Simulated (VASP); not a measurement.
# PbS (Fm-3m) in VASP: settings compared, part 2 of 3

VASP 6.6.1. Earlier steps stand in the parts before.

### Step 3. Single point, PBE

The input, INCAR:

```
PREC = Accurate ; ENCUT = 520
EDIFF = 1E-7 ; ISMEAR = -1
SIGMA = 0.06 ; LREAL = False
LASPH = True ; NELM = 60
ALGO = Normal ; ISIF = 2
LWAVE = False ; LCHARG = True
GGA = PE ; LELF = True
LVHAR = True ; NBANDS = 17
```

The input, KPOINTS:

```
regular mesh
0
Gamma
  8 8 8
```

The input, POSCAR:

```
PbS
1.0
    0.0000000000      2.9451000000      2.9451000000
    2.9451000000      0.0000000000      2.9451000000
    2.9451000000      2.9451000000      0.0000000000
Pb S
1 1
Direct
    0.0000000000      0.0000000000      0.0000000000
    0.5000000000      0.5000000000      0.5000000000
```

Potentials or basis: VASP PAW PBE potentials, release 64 (Pb_d, S).

Launch:

```sh
$ cat potpaw_PBE.64/Pb_d/POTCAR potpaw_PBE.64/S/POTCAR > POTCAR
$ mpirun -np 1 vasp_std > vasp.out
```

OUTCAR:

```text
PREC = Accurate
   ENCUT = 520
   EDIFF = 1E-7
   ISMEAR = -1
   LREAL = False
   LASPH = True
   NELM = 60
   ISIF = 2
   GGA = PE

 ion  position               nearest neighbor table
   1  0.000  0.000  0.000-   2 2.95   2 2.95   2 2.95   2 2.95   2 2.95   2 2.95
   2  0.500  0.500  0.500-   1 2.95   1 2.95   1 2.95   1 2.95   1 2.95   1 2.95

  LATTYP: Found a face centered cubic cell.
 ALAT       =     5.8902000000

  Lattice vectors:

 A1 = (   0.0000000000,   2.9451000000,   2.9451000000)
 A2 = (   2.9451000000,   0.0000000000,   2.9451000000)
 A3 = (   2.9451000000,   2.9451000000,   0.0000000000)

Analysis of symmetry for initial positions (statically):
=====================================================================
 Subroutine PRICEL returns:
 Original cell was already a primitive cell.

 Routine SETGRP: Setting up the symmetry group for a
 face centered cubic supercell.

 Subroutine GETGRP returns: Found 48 space group operations
 (whereof 48 operations were pure point group operations)
 out of a pool of 48 trial point group operations.

The static configuration has the point symmetry O_h .

Analysis of symmetry for dynamics (positions and initial velocities):
=====================================================================
 Subroutine PRICEL returns:
 Original cell was already a primitive cell.

 Routine SETGRP: Setting up the symmetry group for a
 face centered cubic supercell.

 Subroutine GETGRP returns: Found 48 space group operations
 (whereof 48 operations were pure point group operations)
 out of a pool of 48 trial point group operations.

The dynamic configuration has the point symmetry O_h .

 Subroutine INISYM returns: Found 48 space group operations
 (whereof 48 operations are pure point group operations),
 and found     1 'primitive' translations

----------------------------------------------------------------------------------------

                                     Primitive cell

  volume of cell :      51.0893

  direct lattice vectors                    reciprocal lattice vectors
     0.000000000  2.945100000  2.945100000    -0.169773522  0.169773522  0.169773522
     2.945100000  0.000000000  2.945100000     0.169773522 -0.169773522  0.169773522
     2.945100000  2.945100000  0.000000000     0.169773522  0.169773522 -0.169773522

  length of vectors
     4.165000363  4.165000363  4.165000363     0.294056366  0.294056366  0.294056366

  position of ions in fractional coordinates (direct lattice)
     0.000000000  0.000000000  0.000000000
     0.500000000  0.500000000  0.500000000

  ion indices of the primitive-cell ions
   primitive index   ion index
                 1           1
                 2           2

----------------------------------------------------------------------------------------

 KPOINTS: regular mesh

Automatic generation of k-mesh.
 Grid dimensions read from file:
 generate k-points for:    8    8    8

 Generating k-lattice:

  Cartesian coordinates                     Fractional coordinates (reciprocal lattice)
    -0.021221690  0.021221690  0.021221690     0.125000000  0.000000000  0.000000000
     0.021221690 -0.021221690  0.021221690     0.000000000  0.125000000  0.000000000
     0.021221690  0.021221690 -0.021221690     0.000000000  0.000000000  0.125000000

  Length of vectors
     0.036757046  0.036757046  0.036757046

  Shift w.r.t. Gamma in fractional coordinates (k-lattice)
     0.000000000  0.000000000  0.000000000

 Subroutine IBZKPT returns following result:
 ===========================================

 Found     29 irreducible k-points:

 Following reciprocal coordinates:
            Coordinates               Weight
  0.000000  0.000000  0.000000      1.000000
  0.125000  0.000000  0.000000      8.000000
  0.250000  0.000000  0.000000      8.000000
  0.375000  0.000000  0.000000      8.000000
  0.500000  0.000000  0.000000      4.000000
  0.125000  0.125000  0.000000      6.000000
[... 16 lines left out ...]
  0.500000  0.250000  0.125000     48.000000
 -0.375000  0.250000  0.125000     24.000000
 [... further k-points ...]
   k-points           NKPTS =     29   k-points in BZ     NKDIM =     29   number of bands    NBANDS=     17
   number of dos      NEDOS =    301   number of ions     NIONS =      2
   total plane-waves  NPLWV =  32768
   dimension x,y,z NGX =    32 NGY =   32 NGZ =   32
   dimension x,y,z NGXF=    64 NGYF=   64 NGZF=   64
   ions per type =               1   1
   NGX,Y,Z   is equivalent  to a cutoff of  12.77, 12.77, 12.77 a.u.
   NGXF,Y,Z  is equivalent  to a cutoff of  25.55, 25.55, 25.55 a.u.
 SYSTEM =  unknown system
   PREC   = accura    normal or accurate (medium, high low for compatibility)
   ISTART =      0    job   : 0-new  1-cont  2-samecut
   ICHARG =      2    charge: 1-file 2-atom 10-const
   ISPIN  =      1    spin polarized calculation?
   LNONCOLLINEAR =      F non collinear calculations
   LSORBIT =      F    spin-orbit coupling
   LASPH  =      T    aspherical Exc in radial PAW
   ENCUT  =  520.0 eV  38.22 Ry    6.18 a.u.   7.74  7.74  7.74*2*pi/ulx,y,z
   NELM   =     60;   NELMIN=  2; NELMDL= -5     # of ELM steps
   EDIFF  = 0.1E-06   stopping-criterion for ELM
   LREAL  =      F    real-space projection
   EDIFFG = 0.1E-05   stopping-criterion for IOM
   NSW    =      0    number of steps for IOM
   IBRION =     -1    ionic relax: 0-MD 1-quasi-New 2-CG
   NFREE  =      0    steps in history (QN), initial steepest desc. (CG)
   ISIF   =      2    stress and relaxation
   ISYM   =      2    0-nonsym 1-usesym 2-fastsym
   POTIM  = 0.5000    time-step for ionic-motion
   TEBEG  =    0.0;   TEEND  =   0.0 temperature during run
   PSTRESS=    0.0 pullay stress
   NELECT =      20.0000    total number of electrons
   NUPDOWN=      -1.0000    fix difference up-down
   EMIN   =  10.00;   EMAX   =-10.00  energy-range for DOS
   EFERMI =   0.00;   METHOD = LEGACY
   ISMEAR =    -1;   SIGMA  =   0.06  broadening in eV -4-tet -1-fermi 0-gaus
   EFERMI_NEDOS =   21; number of points for ismear=-14 and -15
   IALGO  =     38    algorithm
   IMIX   =      4    mixing-type and parameters
     AMIX     =   0.40;   BMIX     =  1.00
     AMIX_MAG =   1.60;   BMIX_MAG =  1.00
  volume/ion in A,a.u.               =      25.54       172.38
  Fermi-wavevector in a.u.,A,eV,Ry     =   1.197590  2.263117 19.513769  1.434222
  Thomas-Fermi vector in A             =   2.333501
   LORBIT       =      0    0 simple, 1 ext, 2 COOP (PROOUT), +10 PAW based schemes
   GGA     = PE    functional components
   LHFCALC =     F    Hartree Fock is set to
   AEXX    =    0.0000 exact exchange contribution
   IVDW    =     0    specifies the selected vdW correction
   LEPSILON=     F    determine dielectric tensor
   LRPA    =     F    only Hartree local field effects (RPA)
 non-spin polarized calculation
  energy-cutoff  :      520.00
  volume of cell :       51.09
 maximum number of plane-waves:      1387
   NGX = 15   NGY = 15   NGZ = 15

 number of electron      19.9999996 magnetization

 Free energy of the ion-electron system (eV)
  ---------------------------------------------------
  ext. energy  EPLUGINS =         0.00000000
  ---------------------------------------------------
  free energy    TOTEN  =        -8.73663313 eV

  energy without entropy =       -8.73608581  energy(sigma->0) =       -8.73635947

 E-fermi :   6.2692     XC(G=0):  -9.7818

 val. band max:        6.1268463935   @ k =   0.5000   0.0000   0.0000
 cond. band min:       6.4115852550   @ k =   0.5000   0.0000   0.0000
 fundamental gap:      0.2847388615
 Fermi energy:         6.2692302830

 k-point     1 :       0.0000    0.0000    0.0000
  band No.  band energies     occupation
      1     -10.7584      2.00000
      2     -10.7584      2.00000
      3     -10.7584      2.00000
      4     -10.7425      2.00000
      5     -10.7425      2.00000
      6      -7.6891      2.00000
[... 9 lines left out ...]
     16      12.7769      0.00000
     17      14.6964      0.00000

 k-point     2 :       0.1250    0.0000    0.0000
  band No.  band energies     occupation
      1     -10.7577      2.00000
      2     -10.7556      2.00000
      3     -10.7556      2.00000
      4     -10.7432      2.00000
      5     -10.7432      2.00000
      6      -7.5514      2.00000
[... 9 lines left out ...]
     16      13.1577      0.00000
     17      15.9357      0.00000
[... 421 lines left out ...]
 k-point    24 :      -0.3750    0.2500    0.1250
  band No.  band energies     occupation
      1     -10.8203      2.00000
      2     -10.7614      2.00000
      3     -10.7419      2.00000
      4     -10.7272      2.00000
      5     -10.7043      2.00000
      6      -6.1514      2.00000
[... 9 lines left out ...]
     16      17.0126      0.00000
     17      17.3084      0.00000

 [... further k-points ...]
[... 5 lines left out ...]
  --------------------------------------------------------------------------------------
  -------------------------------------------------------------------------------------
  Total        1.1174634      1.1174634      1.1174634      0.0000000      0.0000000      0.0000000
  in kB       35.0440066     35.0440066     35.0440066      0.0000000      0.0000000      0.0000000
  external PRESSURE =      35.0440066 kB  Pullay stress =       0.0000000 kB

 VOLUME and BASIS-vectors are now :
 -----------------------------------------------------------------------------
  energy-cutoff  :      520.00
  volume of cell :       51.09
      direct lattice vectors                 reciprocal lattice vectors
     0.000000000  2.945100000  2.945100000    -0.169773522  0.169773522  0.169773522
     2.945100000  0.000000000  2.945100000     0.169773522 -0.169773522  0.169773522
     2.945100000  2.945100000  0.000000000     0.169773522  0.169773522 -0.169773522

 POSITION                                       TOTAL-FORCE (eV/Angst)
 -----------------------------------------------------------------------------------
      0.00000      0.00000      0.00000        -0.000000     -0.000000     -0.000000
      2.94510      2.94510      2.94510         0.000000      0.000000      0.000000
 -----------------------------------------------------------------------------------
    total drift:                                0.000000     -0.000000     -0.000000

  FREE ENERGIE OF THE ION-ELECTRON SYSTEM (eV)
  ---------------------------------------------------
  free  energy   TOTEN  =        -8.7366331303 eV

  energy  without entropy=       -8.7360858074  energy(sigma->0) =       -8.73635947
```

OSZICAR:

```text
N       E                     dE             d eps       ncg     rms          rms(c)
DAV:   1     0.159231863464E+03    0.15923E+03   -0.97480E+03   994   0.122E+03
DAV:   2     0.281477253747E+01   -0.15642E+03   -0.15090E+03  1040   0.318E+02
DAV:   3    -0.891010296815E+01   -0.11725E+02   -0.11654E+02  1314   0.914E+01
DAV:   4    -0.919110713109E+01   -0.28100E+00   -0.28083E+00  1234   0.156E+01
DAV:   5    -0.920192335450E+01   -0.10816E-01   -0.10816E-01  1479   0.290E+00    0.480E+00
DAV:   6    -0.873355193129E+01    0.46837E+00   -0.13143E+00  1548   0.799E+00    0.339E+00
DAV:   7    -0.873337210203E+01    0.17983E-03   -0.14006E-01  1148   0.189E+00    0.190E+00
DAV:   8    -0.873680403498E+01   -0.34319E-02   -0.14777E-02  1132   0.134E+00    0.188E-01
DAV:   9    -0.873647159774E+01    0.33244E-03   -0.28149E-03  1557   0.477E-01    0.853E-02
DAV:  10    -0.873662175092E+01   -0.15015E-03   -0.32021E-04  1124   0.114E-01    0.462E-02
DAV:  11    -0.873663234961E+01   -0.10599E-04   -0.60195E-05  1360   0.844E-02    0.205E-02
DAV:  12    -0.873663306987E+01   -0.72027E-06   -0.41317E-06  1275   0.198E-02    0.212E-03
DAV:  13    -0.873663313029E+01   -0.60416E-07   -0.18226E-07  1204   0.345E-03
   1 F= -.87366331E+01 E0= -.87363595E+01  d E =-.547323E-03
```

It took 9.9 s on 1 thread of Intel Xeon 6975P-C (Granite Rapids), shared host; peak memory 0.18 GiB.

What came out:

```
Free energy            : -8.7366 eV
Pressure               : 3.5 GPa
Band gap on the k mesh : 0.28 eV, direct
```

Levels at points of the mesh, in eV from the valence-band top:
```csv
k point,band 6,band 7,band 8,band 9,band 10,band 11,band 12,band 13,band 14,band 15
"(0.00, 0.00, 0.00)",-13.82,-6.02,-2.31,-2.31,-2.31,5.25,5.25,5.25,6.65,6.65
"(0.50, 0.00, 0.00)",-12.52,-9.00,-1.90,-1.90,0.00,0.28,1.89,1.89,8.66,10.06
"(0.50, 0.50, 0.00)",-12.05,-7.26,-5.41,-3.61,-3.61,3.74,5.62,5.74,5.74,11.16
```

Caveat: spin-orbit coupling is left out, which moves the levels of the heavy elements.

### Step 4. Single point, PBEsol

The input, INCAR:

```
  PREC = Accurate
  ENCUT = 520
  EDIFF = 1E-6
  ISMEAR = -1
  SIGMA = 0.06
  LREAL = F
  LASPH = T
  NELM = 100
  ALGO = Normal
  ISIF = 2
  LWAVE = F
  LCHARG = F
  GGA = PS
  NBANDS = 17
```

The input, KPOINTS:

```
Automatic mesh
0
Gamma
  8 8 8
```

POSCAR is that of step 3.

Launch:

```sh
$ cat potpaw_PBE.64/Pb_d/POTCAR potpaw_PBE.64/S/POTCAR > POTCAR
$ mpirun -np 1 vasp_std > vasp.out
```

Run time: 8.5 s. Hardware: 1 thread of Intel Xeon 6975P-C (Granite Rapids), shared host; peak memory 0.18 GiB.

It converged, with:

| Item | Value |
| --- | --- |
| Free energy | -9.4574 eV |
| Pressure | 0.3 GPa |
| Band gap on the k mesh | 0.17 eV, direct |

Levels at points of the mesh, in eV from the valence-band top:
```csv
k point,band 6,band 7,band 8,band 9,band 10,band 11,band 12,band 13,band 14,band 15
"(0.00, 0.00, 0.00)",-13.82,-6.04,-2.30,-2.30,-2.30,5.20,5.20,5.20,6.57,6.57
"(0.50, 0.00, 0.00)",-12.50,-9.05,-1.89,-1.89,0.00,0.17,1.82,1.82,8.49,10.03
"(0.50, 0.50, 0.00)",-12.02,-7.30,-5.46,-3.63,-3.63,3.61,5.57,5.70,5.70,11.17
```

Caveat: the PAW data sets were made with another functional, which shifts forces and pressure a little; spin-orbit coupling is left out, which moves the levels of the heavy elements. A k mesh can miss the band edges.

[end of part 2 of 3]
